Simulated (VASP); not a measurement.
Here is a VASP 6.6.1 calculation.

File POSCAR:

```
GaN
1.0
    3.1698659985      0.0000000000      0.0000000000
   -1.5849329993      2.7451844813      0.0000000000
    0.0000000000      0.0000000000      5.1850000000
Ga N
2 2
Direct
    0.3333333333      0.6666666667      0.0004891234
    0.6666666667      0.3333333333      0.5004891234
    0.3333333333      0.6666666667      0.3765108766
    0.6666666667      0.3333333333      0.8765108766
```

The input INCAR.step1:

```
SYSTEM = GaN
ALGO = Normal
EDIFF = 1E-4
ENCUT = 520
GGA = PE
ISMEAR = 0
LASPH = .TRUE.
LCHARG = .FALSE.
LREAL = .FALSE.
LWAVE = .TRUE.
NBANDS = 26
NELM = 100
PREC = Accurate
SIGMA = 0.03
```

Contents of INCAR.step2:

```
SYSTEM = GaN
ALGO = Normal
EDIFF = 1E-7
ENCUT = 520
ISIF = 2
ISMEAR = 0
ISTART = 1
LASPH = .TRUE.
LCHARG = .FALSE.
LMIXTAU = .TRUE.
LREAL = .FALSE.
LWAVE = .FALSE.
METAGGA = R2SCAN
NBANDS = 26
NELM = 100
PREC = Accurate
SIGMA = 0.03
```

File KPOINTS:

```
k-points
0
G
  8 8 5
  0 0 0
```

Potentials or basis: VASP PAW PBE potentials, release 64 (Ga_d, N).

Command:

```console
$ cat potpaw_PBE.64/Ga_d/POTCAR potpaw_PBE.64/N/POTCAR > POTCAR
$ cp INCAR.step1 INCAR
$ mpirun -np 1 vasp_std > vasp.out
$ cp INCAR.step2 INCAR
$ mpirun -np 1 vasp_std > vasp.out
```

Problem. Predict the largest force.

Solution. 0.012 eV/Å.

Problem. Estimate the pressure.

Solution. 2.7 GPa.

Problem. What does it give for the band gap on the k mesh?

Solution. 2.38 eV.

Forces on the atoms (eV/Å):
```
Ga   0.000  0.000  0.012
Ga   0.000  0.000  0.012
N    0.000  0.000 -0.012
N    0.000  0.000 -0.012
```

Caveat: the PAW data sets were made with another functional, which shifts forces and pressure a little.
